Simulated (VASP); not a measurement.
# LiSe4 in VASP: further runs

LiSe4 is run at these levels: PBE; tasks: single point.

All numbers are computed with VASP 6.6.1; they aren't measurements. Logs are shortened: lines on timing, memory, paths and dates and some standing lists are left out, and cuts for length are marked.

### 1 The cell of the first run

The typed cell holds 5 atoms: a = 3.831 Å, b = 3.831 Å, c = 8.834 Å, α = 90.00°, β = 90.00°, γ = 90.01°.

The cell was generated, and may not be a known phase.

### 2 Single point, PBE

Input file INCAR:

```
PREC = Accurate
ENCUT = 520
EDIFF = 1E-6
ISMEAR = 0
SIGMA = 0.1
LREAL = F
LASPH = T
NELM = 60
ALGO = Normal
ISIF = 2
LWAVE = F
LCHARG = F
GGA = PE
NBANDS = 22
```

Input file KPOINTS:

```
Automatic mesh
0
Gamma
  10 10 4
```

Input file POSCAR:

```
LiSe4
1.0
    2.7090449786     -2.7093441330      0.0000000000
    2.7090449786      2.7093441330      0.0000000000
    0.0000000000      0.0000000000      8.8340957073
Li Se
1 4
Direct
    0.5000000000      0.5000000000      0.5000000000
    0.5000000000      0.0000000000      0.2630935645
    0.5000000000      0.0000000000      0.7369064355
    0.0000000000      0.5000000000      0.2630935645
    0.0000000000      0.5000000000      0.7369064355
```

Potentials or basis: VASP PAW PBE potentials, release 64 (Li_sv, Se).

Command:

```
$ cat potpaw_PBE.64/Li_sv/POTCAR potpaw_PBE.64/Se/POTCAR > POTCAR
$ mpirun -np 1 vasp_std > vasp.out
```

OUTCAR:

```text
PREC = Accurate
   ENCUT = 520
   EDIFF = 1E-6
   ISMEAR = 0
   LREAL = F
   LASPH = T
   NELM = 60
   ISIF = 2
   GGA = PE

 ion  position               nearest neighbor table
   1  0.500  0.500  0.500-
   2  0.500  0.000  0.263-   4 2.71   4 2.71   4 2.71   4 2.71
   3  0.500  0.000  0.737-   5 2.71   5 2.71   5 2.71   5 2.71
   4  0.000  0.500  0.263-   2 2.71   2 2.71   2 2.71   2 2.71
   5  0.000  0.500  0.737-   3 2.71   3 2.71   3 2.71   3 2.71

  LATTYP: Found a base centered orthorhombic cell.
 ALAT       =     5.4180899572
 B/A-ratio  =     1.0001104280
 C/A-ratio  =     1.6304815492

  Lattice vectors:

 A1 = (   2.7090449786,  -2.7093441330,   0.0000000000)
 A2 = (   2.7090449786,   2.7093441330,   0.0000000000)
 A3 = (   0.0000000000,   0.0000000000,   8.8340957073)

Analysis of symmetry for initial positions (statically):
=====================================================================
 Subroutine PRICEL returns:
 Original cell was already a primitive cell.

 Routine SETGRP: Setting up the symmetry group for a
 base centered orthorhombic supercell.

 Subroutine GETGRP returns: Found  8 space group operations
 (whereof  8 operations were pure point group operations)
 out of a pool of  8 trial point group operations.

The static configuration has the point symmetry D_2h.

Analysis of symmetry for dynamics (positions and initial velocities):
=====================================================================
 Subroutine PRICEL returns:
 Original cell was already a primitive cell.

 Routine SETGRP: Setting up the symmetry group for a
 base centered orthorhombic supercell.

 Subroutine GETGRP returns: Found  8 space group operations
 (whereof  8 operations were pure point group operations)
 out of a pool of  8 trial point group operations.

The dynamic configuration has the point symmetry D_2h.

 Subroutine INISYM returns: Found  8 space group operations
 (whereof  8 operations are pure point group operations),
 and found     1 'primitive' translations

----------------------------------------------------------------------------------------

                                     Primitive cell

  volume of cell :     129.6798

  direct lattice vectors                    reciprocal lattice vectors
     2.709044979 -2.709344133  0.000000000     0.184566888 -0.184546508  0.000000000
     2.709044979  2.709344133  0.000000000     0.184566888  0.184546508  0.000000000
     0.000000000  0.000000000  8.834095707     0.000000000  0.000000000  0.113197777

  length of vectors
     3.831379690  3.831379690  8.834095707     0.261002586  0.261002586  0.113197777

  position of ions in fractional coordinates (direct lattice)
     0.500000000  0.500000000  0.500000000
     0.500000000  0.000000000  0.263093564
     0.500000000  0.000000000  0.736906436
     0.000000000  0.500000000  0.263093564
     0.000000000  0.500000000  0.736906436

  ion indices of the primitive-cell ions
   primitive index   ion index
                 1           1
                 2           2
                 3           3
                 4           4
                 5           5

----------------------------------------------------------------------------------------

 KPOINTS: Automatic mesh

Automatic generation of k-mesh.
 Grid dimensions read from file:
 generate k-points for:   10   10    4

 Generating k-lattice:

  Cartesian coordinates                     Fractional coordinates (reciprocal lattice)
     0.018456689 -0.018454651  0.000000000     0.100000000 -0.000000000  0.000000000
     0.018456689  0.018454651  0.000000000    -0.000000000  0.100000000  0.000000000
     0.000000000  0.000000000  0.028299444     0.000000000  0.000000000  0.250000000

  Length of vectors
     0.026100259  0.026100259  0.028299444

  Shift w.r.t. Gamma in fractional coordinates (k-lattice)
     0.000000000  0.000000000  0.000000000

 Subroutine IBZKPT returns following result:
 ===========================================

 Found     93 irreducible k-points:

 Following reciprocal coordinates:
            Coordinates               Weight
  0.000000  0.000000  0.000000      1.000000
  0.100000  0.000000  0.000000      4.000000
  0.200000  0.000000  0.000000      4.000000
  0.300000  0.000000  0.000000      4.000000
  0.400000 -0.000000  0.000000      4.000000
  0.500000  0.000000  0.000000      2.000000
[... 16 lines left out ...]
  0.300000  0.300000  0.000000      2.000000
  0.400000  0.300000  0.000000      4.000000
 [... further k-points ...]
   k-points           NKPTS =     93   k-points in BZ     NKDIM =     93   number of bands    NBANDS=     22
   number of dos      NEDOS =    301   number of ions     NIONS =      5
   total plane-waves  NPLWV =  54880
   dimension x,y,z NGX =    28 NGY =   28 NGZ =   70
   dimension x,y,z NGXF=    56 NGYF=   56 NGZF=  140
   ions per type =               1   4
   NGX,Y,Z   is equivalent  to a cutoff of  12.15, 12.15, 13.17 a.u.
   NGXF,Y,Z  is equivalent  to a cutoff of  24.30, 24.30, 26.35 a.u.
 SYSTEM =  unknown system
   PREC   = accura    normal or accurate (medium, high low for compatibility)
   ISTART =      0    job   : 0-new  1-cont  2-samecut
   ICHARG =      2    charge: 1-file 2-atom 10-const
   ISPIN  =      1    spin polarized calculation?
   LNONCOLLINEAR =      F non collinear calculations
   LSORBIT =      F    spin-orbit coupling
   LASPH  =      T    aspherical Exc in radial PAW
   ENCUT  =  520.0 eV  38.22 Ry    6.18 a.u.   7.12  7.12 16.43*2*pi/ulx,y,z
   NELM   =     60;   NELMIN=  2; NELMDL= -5     # of ELM steps
   EDIFF  = 0.1E-05   stopping-criterion for ELM
   LREAL  =      F    real-space projection
   EDIFFG = 0.1E-04   stopping-criterion for IOM
   NSW    =      0    number of steps for IOM
   IBRION =     -1    ionic relax: 0-MD 1-quasi-New 2-CG
   NFREE  =      0    steps in history (QN), initial steepest desc. (CG)
   ISIF   =      2    stress and relaxation
   ISYM   =      2    0-nonsym 1-usesym 2-fastsym
   POTIM  = 0.5000    time-step for ionic-motion
   TEBEG  =    0.0;   TEEND  =   0.0 temperature during run
   PSTRESS=    0.0 pullay stress
   NELECT =      27.0000    total number of electrons
   NUPDOWN=      -1.0000    fix difference up-down
   EMIN   =  10.00;   EMAX   =-10.00  energy-range for DOS
   EFERMI =   0.00;   METHOD = LEGACY
   ISMEAR =     0;   SIGMA  =   0.10  broadening in eV -4-tet -1-fermi 0-gaus
   EFERMI_NEDOS =   21; number of points for ismear=-14 and -15
   IALGO  =     38    algorithm
   IMIX   =      4    mixing-type and parameters
     AMIX     =   0.40;   BMIX     =  1.00
     AMIX_MAG =   1.60;   BMIX_MAG =  1.00
  volume/ion in A,a.u.               =      25.94       175.02
  Fermi-wavevector in a.u.,A,eV,Ry     =   0.970298  1.833598 12.809596  0.941479
  Thomas-Fermi vector in A             =   2.100422
   LORBIT       =      0    0 simple, 1 ext, 2 COOP (PROOUT), +10 PAW based schemes
   GGA     = PE    functional components
   LHFCALC =     F    Hartree Fock is set to
   AEXX    =    0.0000 exact exchange contribution
   IVDW    =     0    specifies the selected vdW correction
   LEPSILON=     F    determine dielectric tensor
   LRPA    =     F    only Hartree local field effects (RPA)
 non-spin polarized calculation
 Gauss-broadening in eV      SIGMA  =   0.10
  energy-cutoff  :      520.00
  volume of cell :      129.68
 maximum number of plane-waves:      3520
   NGX = 15   NGY = 15   NGZ = 33

 number of electron      27.0000020 magnetization

 Free energy of the ion-electron system (eV)
  ---------------------------------------------------
  ext. energy  EPLUGINS =         0.00000000
  ---------------------------------------------------
  free energy    TOTEN  =       -17.16498528 eV

  energy without entropy =      -17.15889859  energy(sigma->0) =      -17.16194193

 E-fermi :   2.0816     XC(G=0):  -8.3209

 val. band max:        2.0731459946   @ k =  -0.1000   0.1000   0.0000
 cond. band min:       2.0930777001   @ k =   0.5000   0.1000   0.0000
 fundamental gap:      0.0199317055
 Fermi energy:         2.0815736527

 k-point     1 :       0.0000    0.0000    0.0000
  band No.  band energies     occupation
      1     -44.0641      2.00000
      2     -13.1584      2.00000
      3     -13.0788      2.00000
      4      -7.7637      2.00000
      5      -7.6884      2.00000
      6      -2.5536      2.00000
[... 14 lines left out ...]
     21       8.6376      0.00000
     22       8.6381      0.00000

 k-point     2 :       0.1000    0.0000    0.0000
  band No.  band energies     occupation
      1     -44.0641      2.00000
      2     -13.0740      2.00000
      3     -12.9942      2.00000
      4      -8.0141      2.00000
      5      -7.9362      2.00000
      6      -2.4719      2.00000
[... 14 lines left out ...]
     21       8.6395      0.00000
     22       8.7218      0.00000

 k-point     3 :       0.2000    0.0000    0.0000
  band No.  band energies     occupation
      1     -44.0640      2.00000
      2     -12.8226      2.00000
      3     -12.7419      2.00000
      4      -8.6531      2.00000
      5      -8.5707      2.00000
      6      -2.2286      2.00000
[... 14 lines left out ...]
     21       8.6999      0.00000
     22       8.9760      0.00000

 k-point     4 :       0.3000    0.0000    0.0000
  band No.  band energies     occupation
      1     -44.0639      2.00000
      2     -12.4092      2.00000
      3     -12.3273      2.00000
      4      -9.4781      2.00000
      5      -9.3930      2.00000
      6      -1.8296      2.00000
[... 14 lines left out ...]
     21       9.0537      0.00000
     22       9.3805      0.00000

 k-point     5 :       0.4000   -0.0000    0.0000
  band No.  band energies     occupation
      1     -44.0638      2.00000
      2     -11.8438      2.00000
      3     -11.7606      2.00000
      4     -10.3380      2.00000
      5     -10.2521      2.00000
      6      -1.2868      2.00000
[... 417 lines left out ...]
 k-point    22 :      -0.2000    0.2000    0.0000
  band No.  band energies     occupation
      1     -44.0639      2.00000
      2     -12.5019      2.00000
      3     -12.4200      2.00000
      4      -9.0778      2.00000
      5      -8.9923      2.00000
      6      -3.1359      2.00000
[... 14 lines left out ...]
     21       8.4653      0.00000
     22       9.5866      0.00000

 k-point    23 :       0.3000    0.3000    0.0000
  band No.  band energies     occupation
      1     -44.0636      2.00000
      2     -11.7531      2.00000
      3     -11.6683      2.00000
      4      -9.8495      2.00000
      5      -9.7603      2.00000
      6      -3.7827      2.00000
[... 14 lines left out ...]
     21       8.6769      0.00000
     22       9.0675      0.00000

 k-point    24 :       0.4000    0.3000    0.0000
  band No.  band energies     occupation
      1     -44.0636      2.00000
      2     -11.2879      2.00000
      3     -11.2011      2.00000
      4     -10.2527      2.00000
      5     -10.1630      2.00000
      6      -3.8293      2.00000
[... 14 lines left out ...]
     21       8.3618      0.00000
     22       8.6126      0.00000

 [... further k-points ...]
[... 5 lines left out ...]
  --------------------------------------------------------------------------------------
  -------------------------------------------------------------------------------------
  Total        0.0058292     -0.0111934      0.0256785      0.0000000      0.0000000      0.0000000
  in kB        0.0720195     -0.1382926      0.3172544      0.0000000      0.0000000      0.0000000
  external PRESSURE =       0.0836604 kB  Pullay stress =       0.0000000 kB

 VOLUME and BASIS-vectors are now :
 -----------------------------------------------------------------------------
  energy-cutoff  :      520.00
  volume of cell :      129.68
      direct lattice vectors                 reciprocal lattice vectors
     2.709044979 -2.709344133  0.000000000     0.184566888 -0.184546508  0.000000000
     2.709044979  2.709344133  0.000000000     0.184566888  0.184546508  0.000000000
     0.000000000  0.000000000  8.834095707     0.000000000  0.000000000  0.113197777

 POSITION                                       TOTAL-FORCE (eV/Angst)
 -----------------------------------------------------------------------------------
      2.70904      0.00000      4.41705         0.000000     -0.000000      0.000000
      1.35452     -1.35467      2.32419         0.000000      0.000000     -0.002812
      1.35452     -1.35467      6.50990         0.000000      0.000000      0.002812
      1.35452      1.35467      2.32419         0.000000     -0.000000     -0.002812
      1.35452      1.35467      6.50990         0.000000     -0.000000      0.002812
 -----------------------------------------------------------------------------------
    total drift:                               -0.000000     -0.000000      0.000000

  FREE ENERGIE OF THE ION-ELECTRON SYSTEM (eV)
  ---------------------------------------------------
  free  energy   TOTEN  =       -17.1649852753 eV

  energy  without entropy=      -17.1588985855  energy(sigma->0) =      -17.16194193
```

Wall time 2.9 min (1 thread of AMD EPYC 7R13 (Zen 3), shared host); peak memory 0.32 GiB.

What came out:

```
Free energy            : -17.1650 eV
Band gap on the k mesh : zero (an odd number of electrons rules out a gap without spin polarisation)
```

Forces on the atoms (eV/Å):
```
Li   0.000  0.000  0.000
Se   0.000  0.000 -0.003
Se   0.000  0.000  0.003
Se   0.000  0.000 -0.003
Se   0.000  0.000  0.003
```

Caveat: the cutoff is under 1.25 times the usual one of these potentials, so pressure, stress and relaxed cells hold a basis-set (Pulay) error; an odd number of electrons without spin polarisation forces a metal; a magnetic or distorted state may lie lower.

### 3 Single point, PBE

Input file INCAR:

```
SYSTEM = LiSe4
PREC = Accurate ; ENCUT = 520
EDIFF = 1E-6 ; ISMEAR = 0
SIGMA = 0.1 ; LREAL = .FALSE.
LASPH = .TRUE. ; NELM = 80
ALGO = Normal ; ISIF = 2
LWAVE = .FALSE. ; LCHARG = .FALSE.
GGA = PE ; NBANDS = 22
```

Input file KPOINTS:

```
Automatic mesh
0
G
  10 10 6
  0 0 0
```

POSCAR is that of step 2.

Potentials or basis: VASP PAW PBE potentials, release 64 (Li_sv, Se).

Command:

```
$ cat potpaw_PBE.64/Li_sv/POTCAR potpaw_PBE.64/Se/POTCAR > POTCAR
$ mpirun -np 1 vasp_std > vasp.out
```

Run time: 3.7 min. Hardware: 1 thread of AMD EPYC 7R13 (Zen 3), shared host; peak memory 0.37 GiB.

It converged, with:

```yaml
Free_energy: -17.1650 eV
Largest_force: 0.003 eV/Å
Band_gap_on_the_k_mesh: zero (an odd number of electrons rules out a gap without spin polarisation)
```

Forces in eV/Å, atoms in the order of the input:
```
Li   0.000  0.000  0.000
Se   0.000  0.000 -0.003
Se   0.000  0.000  0.003
Se   0.000  0.000 -0.003
Se   0.000  0.000  0.003
```

Levels at points of the mesh, in eV from the Fermi level:
```
           k point  band 9  band 10  band 11  band 12  band 13  band 14  band 15  band 16  band 17  band 18
(0.00, 0.00, 0.00)   -4.14    -4.14    -3.48     0.37     1.07     3.11     3.17     3.17     3.26     3.26
(0.50, 0.00, 0.00)   -1.78    -1.74    -1.72    -1.64    -1.49    -1.41    -1.30    -1.23    -1.11     4.92
(0.50, 0.50, 0.00)   -6.22    -2.14    -2.14    -1.04    -1.03     4.12     4.22     4.90     4.95     5.01
(0.00, 0.00, 0.50)   -4.16    -4.16    -3.86     0.51     0.90     3.18     3.18     3.25     3.25     3.86
(0.50, 0.00, 0.50)   -1.90    -1.82    -1.79    -1.71    -1.65    -1.38    -1.38    -1.20    -1.13     5.76
(0.50, 0.50, 0.50)   -6.24    -1.96    -1.96    -1.29    -1.29     4.57     4.63     4.68     4.90     4.94
```

Caveat: the cutoff is under 1.25 times the usual one of these potentials, so pressure, stress and relaxed cells hold a basis-set (Pulay) error; an odd number of electrons without spin polarisation forces a metal; a magnetic or distorted state may lie lower.
